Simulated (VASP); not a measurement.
# Cu (P4/nmm) in VASP: further runs

Cu is run at these levels: LDA; tasks: single point.

Program: VASP 6.6.1. These are calculated values, not measurements. Logs are shortened: lines on timing, memory, paths and dates and some standing lists are left out, and cuts for length are marked.

## (1) The cell of the first run

Symmetry: P4/nmm, No. 129, tetragonal system. The conventional cell has a = 2.556 Å, b = 2.556 Å, c = 3.615 Å, α = 90.00°, β = 90.00°, γ = 90.00°. Cu (site symmetry 4mm) has 12 Cu at 2.17 to 3.01 Å within 3.1 Å.

## (2) Single point, LDA (atoms displaced along a vibrational mode)

Contents of INCAR:

```
PREC     = Accurate       # precision mode
ENCUT    = 520            # plane-wave cutoff, eV
EDIFF    = 1E-6           # SCF threshold, eV
ISMEAR   = 0              # smearing method
SIGMA    = 0.15           # smearing width, eV
LREAL    = False          # projectors in reciprocal space
LASPH    = True           # aspherical terms in the spheres
NELM     = 100            # most SCF steps
ALGO     = Fast           # electronic algorithm
ISIF     = 2              # what is computed and relaxed
LWAVE    = False          # write WAVECAR
LCHARG   = False          # write CHGCAR
GGA      = CA             # functional
NBANDS   = 18             # bands
```

Contents of KPOINTS:

```
Automatic mesh
0
Gamma
  18 18 14
```

Contents of POSCAR:

```
Cu
1.0
    0.0000000000     -1.8075000000     -1.8075000000
    0.0000000000      1.8075000000     -1.8075000000
    3.6150000000      0.0000000000      0.0000000000
Cu
2
Direct
    0.5000000000      0.5000000000      0.4170124481
    0.0000000000      0.0000000000      0.0829875519
```

Potentials or basis: VASP PAW LDA potentials, release 64 (Cu).

Launch:

```
cat potpaw_LDA.64/Cu/POTCAR > POTCAR
mpirun -np 1 vasp_std > vasp.out
```

OUTCAR:

```text
PREC = Accurate
   ENCUT = 520
   EDIFF = 1E-6
   ISMEAR = 0
   LREAL = False
   LASPH = True
   NELM = 100
   ISIF = 2
   GGA = CA

 ion  position               nearest neighbor table
   1  0.500  0.500  0.417-   2 2.17   2 2.17   2 2.17   2 2.17
   2  0.000  0.000  0.083-   1 2.17   1 2.17   1 2.17   1 2.17

  LATTYP: Found a simple tetragonal cell.
 ALAT       =     2.5561910140
 C/A-ratio  =     1.4142135624

  Lattice vectors:

 A1 = (   0.0000000000,  -1.8075000000,  -1.8075000000)
 A2 = (   0.0000000000,   1.8075000000,  -1.8075000000)
 A3 = (   3.6150000000,   0.0000000000,   0.0000000000)

Analysis of symmetry for initial positions (statically):
=====================================================================
 Subroutine PRICEL returns:
 Original cell was already a primitive cell.

 Routine SETGRP: Setting up the symmetry group for a
 simple tetragonal supercell.

 Subroutine GETGRP returns: Found 16 space group operations
 (whereof  8 operations were pure point group operations)
 out of a pool of 16 trial point group operations.

The static configuration has the point symmetry C_4v.
 The point group associated with its full space group is D_4h.

Analysis of symmetry for dynamics (positions and initial velocities):
=====================================================================
 Subroutine PRICEL returns:
 Original cell was already a primitive cell.

 Routine SETGRP: Setting up the symmetry group for a
 simple tetragonal supercell.

 Subroutine GETGRP returns: Found 16 space group operations
 (whereof  8 operations were pure point group operations)
 out of a pool of 16 trial point group operations.

The dynamic configuration has the point symmetry C_4v.
 The point group associated with its full space group is D_4h.

 Subroutine INISYM returns: Found 16 space group operations
 (whereof  8 operations are pure point group operations),
 and found     1 'primitive' translations

----------------------------------------------------------------------------------------

                                     Primitive cell

  volume of cell :      23.6208

  direct lattice vectors                    reciprocal lattice vectors
     0.000000000 -1.807500000 -1.807500000     0.000000000 -0.276625173 -0.276625173
     0.000000000  1.807500000 -1.807500000     0.000000000  0.276625173 -0.276625173
     3.615000000  0.000000000  0.000000000     0.276625173  0.000000000  0.000000000

  length of vectors
     2.556191014  2.556191014  3.615000000     0.391207071  0.391207071  0.276625173

  position of ions in fractional coordinates (direct lattice)
     0.500000000  0.500000000  0.417012448
     0.000000000  0.000000000  0.082987552

  ion indices of the primitive-cell ions
   primitive index   ion index
                 1           1
                 2           2

----------------------------------------------------------------------------------------

 KPOINTS: Automatic mesh

Automatic generation of k-mesh.
 Grid dimensions read from file:
 generate k-points for:   18   18   14

 Generating k-lattice:

  Cartesian coordinates                     Fractional coordinates (reciprocal lattice)
     0.000000000 -0.015368065 -0.015368065     0.055555556  0.000000000  0.000000000
     0.000000000  0.015368065 -0.015368065     0.000000000  0.055555556  0.000000000
     0.019758941  0.000000000  0.000000000     0.000000000  0.000000000  0.071428571

  Length of vectors
     0.021733726  0.021733726  0.019758941

  Shift w.r.t. Gamma in fractional coordinates (k-lattice)
     0.000000000  0.000000000  0.000000000

 Subroutine IBZKPT returns following result:
 ===========================================

 Found    440 irreducible k-points:

 Following reciprocal coordinates:
            Coordinates               Weight
  0.000000  0.000000  0.000000      1.000000
  0.055556  0.000000  0.000000      4.000000
  0.111111  0.000000  0.000000      4.000000
  0.166667  0.000000  0.000000      4.000000
  0.222222  0.000000  0.000000      4.000000
  0.277778  0.000000  0.000000      4.000000
[... 16 lines left out ...]
  0.277778  0.111111  0.000000      8.000000
  0.333333  0.111111  0.000000      8.000000
 [... further k-points ...]
   k-points           NKPTS =    440   k-points in BZ     NKDIM =    440   number of bands    NBANDS=     18
   number of dos      NEDOS =    301   number of ions     NIONS =      2
   total plane-waves  NPLWV =  11200
   dimension x,y,z NGX =    20 NGY =   20 NGZ =   28
   dimension x,y,z NGXF=    40 NGYF=   40 NGZF=   56
   ions per type =               2
   NGX,Y,Z   is equivalent  to a cutoff of  13.01, 13.01, 12.88 a.u.
   NGXF,Y,Z  is equivalent  to a cutoff of  26.01, 26.01, 25.75 a.u.
 SYSTEM =  unknown system
   PREC   = accura    normal or accurate (medium, high low for compatibility)
   ISTART =      0    job   : 0-new  1-cont  2-samecut
   ICHARG =      2    charge: 1-file 2-atom 10-const
   ISPIN  =      1    spin polarized calculation?
   LNONCOLLINEAR =      F non collinear calculations
   LSORBIT =      F    spin-orbit coupling
   LASPH  =      T    aspherical Exc in radial PAW
   ENCUT  =  520.0 eV  38.22 Ry    6.18 a.u.   4.75  4.75  6.72*2*pi/ulx,y,z
   NELM   =    100;   NELMIN=  2; NELMDL= -5     # of ELM steps
   EDIFF  = 0.1E-05   stopping-criterion for ELM
   LREAL  =      F    real-space projection
   EDIFFG = 0.1E-04   stopping-criterion for IOM
   NSW    =      0    number of steps for IOM
   IBRION =     -1    ionic relax: 0-MD 1-quasi-New 2-CG
   NFREE  =      0    steps in history (QN), initial steepest desc. (CG)
   ISIF   =      2    stress and relaxation
   ISYM   =      2    0-nonsym 1-usesym 2-fastsym
   POTIM  = 0.5000    time-step for ionic-motion
   TEBEG  =    0.0;   TEEND  =   0.0 temperature during run
   PSTRESS=    0.0 pullay stress
   NELECT =      22.0000    total number of electrons
   NUPDOWN=      -1.0000    fix difference up-down
   EMIN   =  10.00;   EMAX   =-10.00  energy-range for DOS
   EFERMI =   0.00;   METHOD = LEGACY
   ISMEAR =     0;   SIGMA  =   0.15  broadening in eV -4-tet -1-fermi 0-gaus
   EFERMI_NEDOS =   21; number of points for ismear=-14 and -15
   IALGO  =     68    algorithm
   IMIX   =      4    mixing-type and parameters
     AMIX     =   0.40;   BMIX     =  1.00
     AMIX_MAG =   1.60;   BMIX_MAG =  1.00
  volume/ion in A,a.u.               =      11.81        79.70
  Fermi-wavevector in a.u.,A,eV,Ry     =   1.598763  3.021224 34.777078  2.556043
  Thomas-Fermi vector in A             =   2.696162
   LORBIT       =      0    0 simple, 1 ext, 2 COOP (PROOUT), +10 PAW based schemes
   GGA     = CA    functional components
   LHFCALC =     F    Hartree Fock is set to
   AEXX    =    0.0000 exact exchange contribution
   IVDW    =     0    specifies the selected vdW correction
   LEPSILON=     F    determine dielectric tensor
   LRPA    =     F    only Hartree local field effects (RPA)
 non-spin polarized calculation
 RMM-DIIS sequential band-by-band and
 Gauss-broadening in eV      SIGMA  =   0.15
  energy-cutoff  :      520.00
  volume of cell :       23.62
 maximum number of plane-waves:       664
 NGX is ok and might be reduce to    20
   NGX =  9   NGY =  9   NGZ = 13

 number of electron      21.9999977 magnetization

 Free energy of the ion-electron system (eV)
  ---------------------------------------------------
  ext. energy  EPLUGINS =         0.00000000
  ---------------------------------------------------
  free energy    TOTEN  =        -8.16756332 eV

  energy without entropy =       -8.16117992  energy(sigma->0) =       -8.16437162

 E-fermi :   7.4693     XC(G=0): -12.9328

 val. band max:        7.4653263149   @ k =   0.4444   0.3889   0.0000
 cond. band min:       7.4785710136   @ k =   0.3333   0.0000   0.3571
 fundamental gap:      0.0132446987
 Fermi energy:         7.4693222306

 k-point     1 :       0.0000    0.0000    0.0000
  band No.  band energies     occupation
      1      -2.1074      2.00000
      2       1.9740      2.00000
      3       2.1420      2.00000
      4       4.0006      2.00000
      5       4.0006      2.00000
      6       4.2779      2.00000
[... 10 lines left out ...]
     17      27.4482      0.00000
     18      31.2245      0.00000

 k-point     2 :       0.0556    0.0000    0.0000
  band No.  band energies     occupation
      1      -2.0319      2.00000
      2       1.9915      2.00000
      3       2.1713      2.00000
      4       3.9938      2.00000
      5       4.0050      2.00000
      6       4.2462      2.00000
[... 10 lines left out ...]
     17      27.8864      0.00000
     18      30.7672      0.00000

 k-point     3 :       0.1111    0.0000    0.0000
  band No.  band energies     occupation
      1      -1.8073      2.00000
      2       2.0268      2.00000
      3       2.2708      2.00000
      4       3.9724      2.00000
      5       4.0207      2.00000
      6       4.1607      2.00000
[... 10 lines left out ...]
     17      28.6854      0.00000
     18      29.6455      0.00000

 k-point     4 :       0.1667    0.0000    0.0000
  band No.  band energies     occupation
      1      -1.4401      2.00000
      2       2.0592      2.00000
      3       2.4450      2.00000
      4       3.9343      2.00000
      5       4.0430      2.00000
      6       4.0547      2.00000
[... 375 lines left out ...]
      4       3.4809      2.00000
      5       3.8469      2.00000
      6       4.0404      2.00000
[... 10 lines left out ...]
     17      26.0352      0.00000
     18      29.6426      0.00000

 k-point    23 :       0.2778    0.1111    0.0000
  band No.  band energies     occupation
      1      -0.0649      2.00000
      2       2.2498      2.00000
      3       2.9547      2.00000
      4       3.2788      2.00000
      5       3.7674      2.00000
      6       4.1144      2.00000
[... 10 lines left out ...]
     17      24.4779      0.00000
     18      29.6418      0.00000

 k-point    24 :       0.3333    0.1111    0.0000
  band No.  band energies     occupation
      1       0.5935      2.00000
      2       2.2604      2.00000
      3       3.1002      2.00000
      4       3.1377      2.00000
      5       3.7174      2.00000
      6       4.0940      2.00000
[... 10 lines left out ...]
     17      23.0941      0.00000
     18      28.3579      0.00000

 [... further k-points ...]

------------------------ aborting loop because EDIFF is reached ----------------------------------------

  FORCE on cell =-STRESS in cart. coord.  units (eV):
  Direction    XX          YY          ZZ          XY          YZ          ZX
  --------------------------------------------------------------------------------------
  -------------------------------------------------------------------------------------
  Total        2.3148296      3.8530984      3.8530984     -0.0000000      0.0000000     -0.0000000
  in kB      157.0126683    261.3519677    261.3519677     -0.0000000      0.0000000     -0.0000000
  external PRESSURE =     226.5722012 kB  Pullay stress =       0.0000000 kB

 VOLUME and BASIS-vectors are now :
 -----------------------------------------------------------------------------
  energy-cutoff  :      520.00
  volume of cell :       23.62
      direct lattice vectors                 reciprocal lattice vectors
     0.000000000 -1.807500000 -1.807500000     0.000000000 -0.276625173 -0.276625173
     0.000000000  1.807500000 -1.807500000     0.000000000  0.276625173 -0.276625173
     3.615000000  0.000000000  0.000000000     0.276625173  0.000000000  0.000000000

 POSITION                                       TOTAL-FORCE (eV/Angst)
 -----------------------------------------------------------------------------------
      1.50750      0.00000     -1.80750         4.415421     -0.000000      0.000000
      0.30000      0.00000      0.00000        -4.415421      0.000000     -0.000000
 -----------------------------------------------------------------------------------
    total drift:                                0.000000      0.000000      0.000000

  FREE ENERGIE OF THE ION-ELECTRON SYSTEM (eV)
  ---------------------------------------------------
  free  energy   TOTEN  =        -8.1675633192 eV

  energy  without entropy=       -8.1611799221  energy(sigma->0) =       -8.16437162
```

It took 1.9 min on 1 thread of Intel Xeon Platinum 8488C (Sapphire Rapids), shared host; peak memory 0.25 GiB.

What came out:

```
Free energy            : -8.1676 eV
Pressure               : 22.7 GPa
Largest force          : 4.415 eV/Å
Band gap on the k mesh : zero (bands 11 and 12 overlap by 5.77 eV)
```

Forces on the atoms (eV/Å):
```
Cu   4.415  0.000  0.000
Cu  -4.415  0.000  0.000
```

Caveat: the cell differs from its parent crystal (atoms displaced along a vibrational mode); the stress differs along the axes, from 16 to 26 GPa; forces of over 1 eV/Å act on the atoms, so gaps and moduli don't describe the material at rest.

(Continued in part 2 of 2.)

The gap in the log of VASP goes by the Fermi energy; the results here count the filled bands.